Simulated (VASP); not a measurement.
# As in VASP: notebook

The runs below take As through single point, with PBE.

Program: VASP 6.6.1. These are calculated values, not measurements. Logs are shortened: lines on timing, memory, paths and dates and some standing lists are left out, and cuts for length are marked.

### 1 The cell of the first run

It takes space group I4/mmm (No. 139, tetragonal). Conventional cell: a = 2.736 Å, b = 2.736 Å, c = 5.291 Å, α = 90.00°, β = 90.00°, γ = 90.00°. Within 3.6 Å of As (site symmetry 4/mmm) lie 12 As at 2.74 to 3.28 Å.

### 2 Single point, PBE

Contents of INCAR:

```
SYSTEM = As
  PREC = Accurate
  ENCUT = 520
  EDIFF = 1E-7
  ISMEAR = 0
  SIGMA = 0.1
  LREAL = .False.
  LASPH = .True.
  NELM = 80
  ALGO = Normal
  ISIF = 2
  LWAVE = .False.
  LCHARG = .False.
  GGA = PE
  NBANDS = 8
```

Contents of KPOINTS:

```
Automatic mesh
0
Gamma
  8 8 8
  0 0 0
```

Contents of POSCAR:

```
As
1.0
   -1.3679745659      1.3679745659      2.6454591554
    1.3679745659     -1.3679745659      2.6454591554
    1.3679745659      1.3679745659     -2.6454591554
As
1
Direct
    0.0000000000      0.0000000000      0.0000000000
```

Potentials or basis: VASP PAW PBE potentials, release 64 (As).

Command:

```bash
cat potpaw_PBE.64/As/POTCAR > POTCAR
mpirun -np 1 vasp_std > vasp.out
```

OUTCAR:

```text
SYSTEM = As
   PREC = Accurate
   ENCUT = 520
   EDIFF = 1E-7
   ISMEAR = 0
   LREAL = .False.
   LASPH = .True.
   NELM = 80
   ISIF = 2
   GGA = PE

 ion  position               nearest neighbor table
   1  0.000  0.000  0.000-

  LATTYP: Found a body centered tetragonal cell.
 ALAT       =     2.7359491318
 C/A-ratio  =     1.9338511266

  Lattice vectors:

 A1 = (  -1.3679745659,   1.3679745659,   2.6454591554)
 A2 = (   1.3679745659,  -1.3679745659,   2.6454591554)
 A3 = (   1.3679745659,   1.3679745659,  -2.6454591554)

Analysis of symmetry for initial positions (statically):
=====================================================================
 Subroutine PRICEL returns:
 Original cell was already a primitive cell.

 Routine SETGRP: Setting up the symmetry group for a
 body centered tetragonal supercell.

 Subroutine GETGRP returns: Found 16 space group operations
 (whereof 16 operations were pure point group operations)
 out of a pool of 16 trial point group operations.

The static configuration has the point symmetry D_4h.

Analysis of symmetry for dynamics (positions and initial velocities):
=====================================================================
 Subroutine PRICEL returns:
 Original cell was already a primitive cell.

 Routine SETGRP: Setting up the symmetry group for a
 body centered tetragonal supercell.

 Subroutine GETGRP returns: Found 16 space group operations
 (whereof 16 operations were pure point group operations)
 out of a pool of 16 trial point group operations.

The dynamic configuration has the point symmetry D_4h.

 Subroutine INISYM returns: Found 16 space group operations
 (whereof 16 operations are pure point group operations),
 and found     1 'primitive' translations

----------------------------------------------------------------------------------------

                                     Primitive cell

  volume of cell :      19.8024

  direct lattice vectors                    reciprocal lattice vectors
    -1.367974566  1.367974566  2.645459155     0.000000000  0.365503872  0.189003107
     1.367974566 -1.367974566  2.645459155     0.365503872  0.000000000  0.189003107
     1.367974566  1.367974566 -2.645459155     0.365503872  0.365503872  0.000000000

  length of vectors
     3.277371350  3.277371350  3.277371350     0.411479349  0.411479349  0.516900532

  position of ions in fractional coordinates (direct lattice)
     0.000000000  0.000000000  0.000000000

  ion indices of the primitive-cell ions
   primitive index   ion index
                 1           1

----------------------------------------------------------------------------------------

 KPOINTS: Automatic mesh

Automatic generation of k-mesh.
 Grid dimensions read from file:
 generate k-points for:    8    8    8

 Generating k-lattice:

  Cartesian coordinates                     Fractional coordinates (reciprocal lattice)
     0.000000000  0.045687984  0.023625388     0.125000000  0.000000000 -0.000000000
     0.045687984  0.000000000  0.023625388     0.000000000  0.125000000 -0.000000000
     0.045687984  0.045687984  0.000000000     0.000000000  0.000000000  0.125000000

  Length of vectors
     0.051434919  0.051434919  0.064612567

  Shift w.r.t. Gamma in fractional coordinates (k-lattice)
     0.000000000  0.000000000  0.000000000

 Subroutine IBZKPT returns following result:
 ===========================================

 Found     59 irreducible k-points:

 Following reciprocal coordinates:
            Coordinates               Weight
  0.000000  0.000000  0.000000      1.000000
  0.125000  0.000000 -0.000000      8.000000
  0.250000  0.000000 -0.000000      8.000000
  0.375000  0.000000 -0.000000      8.000000
  0.500000  0.000000 -0.000000      4.000000
  0.125000  0.125000 -0.000000      8.000000
[... 16 lines left out ...]
  0.250000  0.125000  0.125000     16.000000
  0.375000  0.125000  0.125000      8.000000
 [... further k-points ...]
   k-points           NKPTS =     59   k-points in BZ     NKDIM =     59   number of bands    NBANDS=      8
   number of dos      NEDOS =    301   number of ions     NIONS =      1
   total plane-waves  NPLWV =  13824
   dimension x,y,z NGX =    24 NGY =   24 NGZ =   24
   dimension x,y,z NGXF=    48 NGYF=   48 NGZF=   48
   ions per type =               1
   NGX,Y,Z   is equivalent  to a cutoff of  12.17, 12.17, 12.17 a.u.
   NGXF,Y,Z  is equivalent  to a cutoff of  24.35, 24.35, 24.35 a.u.
 SYSTEM =  As
   PREC   = accura    normal or accurate (medium, high low for compatibility)
   ISTART =      0    job   : 0-new  1-cont  2-samecut
   ICHARG =      2    charge: 1-file 2-atom 10-const
   ISPIN  =      1    spin polarized calculation?
   LNONCOLLINEAR =      F non collinear calculations
   LSORBIT =      F    spin-orbit coupling
   LASPH  =      T    aspherical Exc in radial PAW
   ENCUT  =  520.0 eV  38.22 Ry    6.18 a.u.   6.09  6.09  6.09*2*pi/ulx,y,z
   NELM   =     80;   NELMIN=  2; NELMDL= -5     # of ELM steps
   EDIFF  = 0.1E-06   stopping-criterion for ELM
   LREAL  =      F    real-space projection
   EDIFFG = 0.1E-05   stopping-criterion for IOM
   NSW    =      0    number of steps for IOM
   IBRION =     -1    ionic relax: 0-MD 1-quasi-New 2-CG
   NFREE  =      0    steps in history (QN), initial steepest desc. (CG)
   ISIF   =      2    stress and relaxation
   ISYM   =      2    0-nonsym 1-usesym 2-fastsym
   POTIM  = 0.5000    time-step for ionic-motion
   TEBEG  =    0.0;   TEEND  =   0.0 temperature during run
   PSTRESS=    0.0 pullay stress
   NELECT =       5.0000    total number of electrons
   NUPDOWN=      -1.0000    fix difference up-down
   EMIN   =  10.00;   EMAX   =-10.00  energy-range for DOS
   EFERMI =   0.00;   METHOD = LEGACY
   ISMEAR =     0;   SIGMA  =   0.10  broadening in eV -4-tet -1-fermi 0-gaus
   EFERMI_NEDOS =   21; number of points for ismear=-14 and -15
   IALGO  =     38    algorithm
   IMIX   =      4    mixing-type and parameters
     AMIX     =   0.40;   BMIX     =  1.00
     AMIX_MAG =   1.60;   BMIX_MAG =  1.00
  volume/ion in A,a.u.               =      19.80       133.63
  Fermi-wavevector in a.u.,A,eV,Ry     =   1.034727  1.955351 14.567214  1.070660
  Thomas-Fermi vector in A             =   2.169036
   LORBIT       =      0    0 simple, 1 ext, 2 COOP (PROOUT), +10 PAW based schemes
   GGA     = PE    functional components
   LHFCALC =     F    Hartree Fock is set to
   AEXX    =    0.0000 exact exchange contribution
   IVDW    =     0    specifies the selected vdW correction
   LEPSILON=     F    determine dielectric tensor
   LRPA    =     F    only Hartree local field effects (RPA)
 non-spin polarized calculation
 Gauss-broadening in eV      SIGMA  =   0.10
  energy-cutoff  :      520.00
  volume of cell :       19.80
 maximum number of plane-waves:       546
   NGX = 13   NGY = 13   NGZ = 13

 number of electron       5.0000000 magnetization

 Free energy of the ion-electron system (eV)
  ---------------------------------------------------
  ext. energy  EPLUGINS =         0.00000000
  ---------------------------------------------------
  free energy    TOTEN  =        -4.20535089 eV

  energy without entropy =       -4.20043669  energy(sigma->0) =       -4.20289379

 E-fermi :   6.1778     XC(G=0): -10.5638

 val. band max:        6.1751826652   @ k =   0.3750   0.3750  -0.0000
 cond. band min:       6.1960765375   @ k =  -0.1250   0.1250   0.1250
 fundamental gap:      0.0208938723
 Fermi energy:         6.1777818607

 k-point     1 :       0.0000    0.0000    0.0000
  band No.  band energies     occupation
      1      -8.8160      2.00000
      2       9.4242      0.00000
      3      12.1320      0.00000
      4      12.1320      0.00000
      5      15.9281      0.00000
      6      17.1252      0.00000
      7      20.4217      0.00000
      8      20.4600      0.00000

 k-point     2 :       0.1250    0.0000   -0.0000
  band No.  band energies     occupation
      1      -8.4500      2.00000
      2       8.6169      0.00000
      3       9.7536      0.00000
      4      12.2065      0.00000
      5      16.1303      0.00000
      6      17.9881      0.00000
      7      18.3460      0.00000
      8      21.0039      0.00000

 k-point     3 :       0.2500    0.0000   -0.0000
  band No.  band energies     occupation
      1      -7.3725      2.00000
      2       5.2125      2.00000
      3       8.0587      0.00000
      4      12.4467      0.00000
      5      14.1448      0.00000
      6      18.3367      0.00000
      7      20.5674      0.00000
      8      22.2416      0.00000

 k-point     4 :       0.3750    0.0000   -0.0000
  band No.  band energies     occupation
      1      -5.7108      2.00000
      2       1.5686      2.00000
      3       7.2739      0.00000
      4      12.6810      0.00000
      5      12.7968      0.00000
      6      18.9134      0.00000
      7      21.4714      0.00000
      8      22.7393      0.00000

 k-point     5 :       0.5000    0.0000   -0.0000
  band No.  band energies     occupation
      1      -4.4331      2.00000
      2      -0.4018      2.00000
      3       7.0052      0.00000
      4      12.1892      0.00000
      5      12.9876      0.00000
      6      19.4696      0.00000
      7      20.7510      0.00000
      8      21.7161      0.00000
[... 177 lines left out ...]
 k-point    22 :       0.1250    0.1250    0.1250
  band No.  band energies     occupation
      1      -6.2188      2.00000
      2       6.1472      1.33412
      3       6.2118      0.63014
      4       8.8131      0.00000
      5      15.2603      0.00000
      6      15.3017      0.00000
      7      16.9129      0.00000
      8      22.9787      0.00000

 k-point    23 :       0.2500    0.1250    0.1250
  band No.  band energies     occupation
      1      -4.5726      2.00000
      2       2.6272      2.00000
      3       6.5924      0.00000
      4       8.1235      0.00000
      5      13.7800      0.00000
      6      14.6310      0.00000
      7      17.7485      0.00000
      8      25.4786      0.00000

 k-point    24 :       0.3750    0.1250    0.1250
  band No.  band energies     occupation
      1      -3.3103      2.00000
      2       0.6901      2.00000
      3       7.2155      0.00000
      4       7.4123      0.00000
      5      13.3219      0.00000
      6      13.8308      0.00000
      7      20.2148      0.00000
      8      22.5835      0.00000

 [... further k-points ...]
[... 5 lines left out ...]
  --------------------------------------------------------------------------------------
  -------------------------------------------------------------------------------------
  Total        0.0133885      0.0133885      0.0126999      0.0000000     -0.0000000     -0.0000000
  in kB        1.0832458      1.0832458      1.0275281      0.0000000     -0.0000000     -0.0000000
  external PRESSURE =       1.0646732 kB  Pullay stress =       0.0000000 kB

 VOLUME and BASIS-vectors are now :
 -----------------------------------------------------------------------------
  energy-cutoff  :      520.00
  volume of cell :       19.80
      direct lattice vectors                 reciprocal lattice vectors
    -1.367974566  1.367974566  2.645459155     0.000000000  0.365503872  0.189003107
     1.367974566 -1.367974566  2.645459155     0.365503872  0.000000000  0.189003107
     1.367974566  1.367974566 -2.645459155     0.365503872  0.365503872  0.000000000

 POSITION                                       TOTAL-FORCE (eV/Angst)
 -----------------------------------------------------------------------------------
      0.00000      0.00000      0.00000        -0.000000     -0.000000     -0.000000
 -----------------------------------------------------------------------------------
    total drift:                                0.000000      0.000000      0.000000

  FREE ENERGIE OF THE ION-ELECTRON SYSTEM (eV)
  ---------------------------------------------------
  free  energy   TOTEN  =        -4.2053508915 eV

  energy  without entropy=       -4.2004366950  energy(sigma->0) =       -4.20289379
```

It took 3.5 s on 1 thread of Intel Xeon 6975P-C (Granite Rapids), shared host; peak memory 0.13 GiB.

Results:

```
Free energy : -4.2054 eV
Pressure    : 0.1 GPa
```

Caveat: the k points lie up to 0.41 Å⁻¹ apart.

### 3 Single point, PBE

This run uses another cell than the first one, of 19.89 Å³/atom, 1.004 times its volume.

Contents of INCAR:

```
SYSTEM = As
  PREC = Accurate
  ENCUT = 520
  EDIFF = 1E-6
  ISMEAR = 0
  SIGMA = 0.1
  LREAL = .FALSE.
  LASPH = .TRUE.
  NELM = 60
  ALGO = Normal
  ISIF = 2
  LWAVE = .FALSE.
  LCHARG = .FALSE.
  GGA = PE
  NBANDS = 8
```

Contents of KPOINTS:

```
regular mesh
0
G
  28 28 28
  0 0 0
```

Contents of POSCAR:

```
As
1.0
   -1.3652360117      1.3652360117      2.6672078453
    1.3652360117     -1.3652360117      2.6672078453
    1.3652360117      1.3652360117     -2.6672078453
As
1
Direct
    0.0000000000      0.0000000000      0.0000000000
```

Potentials or basis: VASP PAW PBE potentials, release 64 (As).

Command:

```bash
cat potpaw_PBE.64/As/POTCAR > POTCAR
mpirun -np 1 vasp_std > vasp.out
```

Run time: 49 s. Hardware: 1 thread of Intel Xeon 6975P-C (Granite Rapids), shared host; peak memory 0.35 GiB.

It converged, with:

| Item | Value |
| --- | --- |
| Free energy | -4.1940 eV |
| Pressure | 0.1 GPa |

Stress tensor (GPa, compression positive):
```
0.14 0.00 0.00
0.00 0.14 0.00
0.00 0.00 0.06
```

Levels at points of the mesh, in eV from the Fermi level:
```csv
k point,band 1,band 2,band 3,band 4,band 5,band 6,band 7
"(0.00, 0.00, 0.00)",-14.87,3.19,6.06,6.06,9.60,11.01,14.33
"(0.50, 0.00, 0.00)",-10.50,-6.46,0.85,6.02,6.99,13.47,14.77
"(0.50, 0.50, 0.00)",-7.18,-4.44,-1.86,1.27,3.98,5.70,17.29
"(0.50, 0.50, 0.50)",-11.91,-6.52,3.81,3.81,8.13,8.99,23.35
```

### 4 Single point, PBE

This run uses another cell than the first one: it holds 2 atoms, not 1.

Contents of INCAR:

```
SYSTEM = As
ALGO = Normal ; EDIFF = 1E-6
ENCUT = 500 ; GGA = PE
GGA_COMPAT = .FALSE. ; ISIF = 2
ISMEAR = 0 ; LASPH = .TRUE.
LCHARG = .FALSE. ; LREAL = .FALSE.
LWAVE = .FALSE. ; NBANDS = 12
NELM = 120 ; PREC = Accurate
SIGMA = 0.1
```

Contents of KPOINTS:

```
k-points
0
G
  6 6 6
  0 0 0
```

Contents of POSCAR:

```
As
1.0
    0.0000000000      2.8688871074      2.7424691323
    2.7427733071      0.0000000000      2.7424691323
    2.7427733071      2.8688871074      0.0000000000
As
2
Direct
    0.2158118576      0.7841881424      0.2158118576
    0.7841881424      0.2158118576      0.7841881424
```

Potentials or basis: VASP PAW PBE potentials, release 64 (As).

Command:

```bash
cat potpaw_PBE.64/As/POTCAR > POTCAR
mpirun -np 1 vasp_std > vasp.out
```

OUTCAR:

```text
SYSTEM = As
   EDIFF = 1E-6
   ENCUT = 500
   GGA = PE
   ISIF = 2
   ISMEAR = 0
   LASPH = .TRUE.
   LREAL = .FALSE.
   NELM = 120
   PREC = Accurate

 ion  position               nearest neighbor table
   1  0.216  0.784  0.216-   2 2.48   2 2.77   2 2.77   2 2.77   2 2.77
   2  0.784  0.216  0.784-   1 2.48   1 2.77   1 2.77   1 2.77   1 2.77

  LATTYP: Found a face centered orthorhombic cell.
 ALAT       =     5.4849382646
 B/A-ratio  =     1.0001109128
 C/A-ratio  =     1.0460964077

  Lattice vectors:

 A1 = (   2.7427733071,   2.8688871074,   0.0000000000)
 A2 = (   0.0000000000,   2.8688871074,   2.7424691323)
 A3 = (   2.7427733071,   0.0000000000,   2.7424691323)

Analysis of symmetry for initial positions (statically):
=====================================================================
 Subroutine PRICEL returns:
 Original cell was already a primitive cell.

 Routine SETGRP: Setting up the symmetry group for a
 face centered orthorhombic supercell.

 Subroutine GETGRP returns: Found  8 space group operations
 (whereof  8 operations were pure point group operations)
 out of a pool of  8 trial point group operations.

The static configuration has the point symmetry D_2h.

[... 169 lines left out ...]
  band No.  band energies     occupation
      1      -9.3939      2.00000
      2      -0.3500      2.00000
      3       3.0710      2.00000
      4       3.3802      2.00000
      5       3.3820      2.00000
      6       8.0434      0.00000
      7       8.0453      0.00000
      8       8.4435      0.00000
      9      10.9584      0.00000
     10      12.3012      0.00000
     11      12.3019      0.00000
     12      13.3374      0.00000
[... 331 lines left out ...]
 k-point    24 :       0.5000    0.3333    0.1667
  band No.  band energies     occupation
      1      -7.3058      2.00000
      2      -4.0379      2.00000
      3       0.6667      2.00000
      4       1.1629      2.00000
      5       3.3211      2.00000
      6       6.8401      0.00000
      7       8.6406      0.00000
      8       9.3491      0.00000
      9      12.3422      0.00000
     10      15.1652      0.00000
     11      16.0676      0.00000
     12      16.7928      0.00000

 [... further k-points ...]
[... 5 lines left out ...]
  --------------------------------------------------------------------------------------
  -------------------------------------------------------------------------------------
  Total        0.0451951      0.1084862      0.0506612      0.0000000      0.0000000      0.0000000
  in kB        1.6777475      4.0272637      1.8806624      0.0000000      0.0000000      0.0000000
  external PRESSURE =       2.5285578 kB  Pullay stress =       0.0000000 kB

 VOLUME and BASIS-vectors are now :
 -----------------------------------------------------------------------------
  energy-cutoff  :      500.00
  volume of cell :       43.16
      direct lattice vectors                 reciprocal lattice vectors
     0.000000000  2.868887107  2.742469132    -0.182297239  0.174283609  0.182317458
     2.742773307  0.000000000  2.742469132     0.182297239 -0.174283609  0.182317458
     2.742773307  2.868887107  0.000000000     0.182297239  0.174283609 -0.182317458

 POSITION                                       TOTAL-FORCE (eV/Angst)
 -----------------------------------------------------------------------------------
      2.74277      1.23828      2.74247         0.000000      0.062762      0.000000
      2.74277      4.49949      2.74247         0.000000     -0.062762      0.000000
 -----------------------------------------------------------------------------------
    total drift:                                0.000000     -0.000000      0.000000

  FREE ENERGIE OF THE ION-ELECTRON SYSTEM (eV)
  ---------------------------------------------------
  free  energy   TOTEN  =        -9.2489858851 eV

  energy  without entropy=       -9.2471783883  energy(sigma->0) =       -9.24808214
```

Wall time 32 s (1 thread of Intel Xeon 8259CL, shared host); peak memory 0.17 GiB.

Results:

```
Free energy            : -9.2490 eV
Pressure               : 0.3 GPa
Largest force          : 0.063 eV/Å
Band gap on the k mesh : zero (band 5 reaches 5.45 eV, above the bottom of band 6 at 5.09 eV)
```

Forces on the atoms (eV/Å):
```
As   0.000  0.063  0.000
As   0.000 -0.063  0.000
```

Stress tensor (GPa, compression positive):
```
0.17 0.00 0.00
0.00 0.40 0.00
0.00 0.00 0.19
```

### 5 The runs side by side

| cell | k mesh | cutoff (eV) | gap on the mesh (eV) | pressure (GPa) |
| --- | --- | --- | --- | --- |
| a = 3.277 Å, angles 130.7, 130.7, 72.4°, 1 atom | 8 × 8 × 8 | 520 | none | 0.1 |
| a = 3.293 Å, angles 131.0, 131.0, 71.8°, 1 atom | 28 × 28 × 28 | 520 | none | 0.1 |
| a = 3.969, b = 3.879 Å, angles 60.7, 58.5, 60.8°, 2 atoms | 6 × 6 × 6 | 500 | none | 0.3 |

Alike in all rows: task single point; level PBE; potentials or basis VASP PAW PBE potentials, release 64 (As); no spin polarisation; smearing gaussian 0.1 eV.

Caveats: some runs use coarse meshes.

Total energies depend on the potentials used, so only differences within one code and one set of settings carry meaning.
